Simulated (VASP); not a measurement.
Wanted: the native input for a VASP 6.6.1 run.

```
Task                   : relaxation of cell and atoms
Functional             : PBE
Potentials or basis    : VASP PAW PBE potentials, release 64 (Mg, Zn, S)
Cutoff                 : 600 eV
k mesh                 : 4 × 2 × 2
Occupations            : gaussian, width 0.1 eV
Spin                   : no spin polarisation
Dipole correction      : no
Further INCAR settings : ALGO = Normal; EDIFF = 1e-07; IBRION = 2; EDIFFG = -0.025; NSW = 80; ISIF = 3
```

The structure of Mg3ZnS4 lies in POSCAR:

```
Mg3ZnS4
1.0
    0.0378024624     -0.0147039276      3.6240924567
    3.6702936462     -5.1725493414      0.0586162584
    3.7059687909      5.1976781602      0.0169097727
Mg Zn S
3 1 4
Direct
    0.5027043411      1.0420444234      0.5032015686
    0.4855286213      0.4646826442      1.0305470489
   -0.0487560282      0.5184871036      0.4888662738
    0.0600721327     -0.0510754209      0.0040256550
    0.0011652611      0.7605642486      0.2529726654
    0.4837722022      0.7686968862      0.7230352933
    0.5211860203      0.2517364431      0.2351837849
   -0.0056725506      0.2448636719      0.7621677102
```

These files were run (other wordings do the same):

INCAR

```
SYSTEM = Mg3ZnS4
PREC = Accurate ; ENCUT = 600
EDIFF = 1E-7 ; ISMEAR = 0
SIGMA = 0.1 ; LREAL = .FALSE.
LASPH = .TRUE. ; NELM = 100
ALGO = Normal ; ISIF = 3
LWAVE = .FALSE. ; LCHARG = .FALSE.
GGA = PE ; IBRION = 2
NSW = 80 ; EDIFFG = -0.025
```

KPOINTS

```
Automatic mesh
0
G
  4 2 2
  0 0 0
```

Potentials or basis: VASP PAW PBE potentials, release 64 (Mg, Zn, S).

Command:

```sh
$ cat potpaw_PBE.64/Mg/POTCAR potpaw_PBE.64/Zn/POTCAR potpaw_PBE.64/S/POTCAR > POTCAR
$ mpirun -np 1 vasp_std > vasp.out
```

Results of the run:

```yaml
Relaxed_volume: 17.58 Å³/atom
Relaxed_cell: a = 3.679 Å, b = 6.370 Å, c = 6.371 Å, α = 109.58°, β = 89.83°, γ = 89.90°
Space_group_after_relaxing_to_0.05_Å: C2/m (No. 12)
Energy_gained_by_relaxing: 120.2 meV/atom
Ionic_steps: 21
Pressure_after_relaxing: 0.0 GPa
Largest_force_after_relaxing: 0.024 eV/Å
Band_gap_on_the_k_mesh: 1.28 eV, indirect (least direct gap 1.47 eV)
```

Caveat: the k points lie up to 0.52 Å⁻¹ apart in the final cell.

It took 8.3 min on 1 thread of Intel(R) Xeon(R) 6975P-C (Granite Rapids) (shared host), peak memory 0.32 GiB.
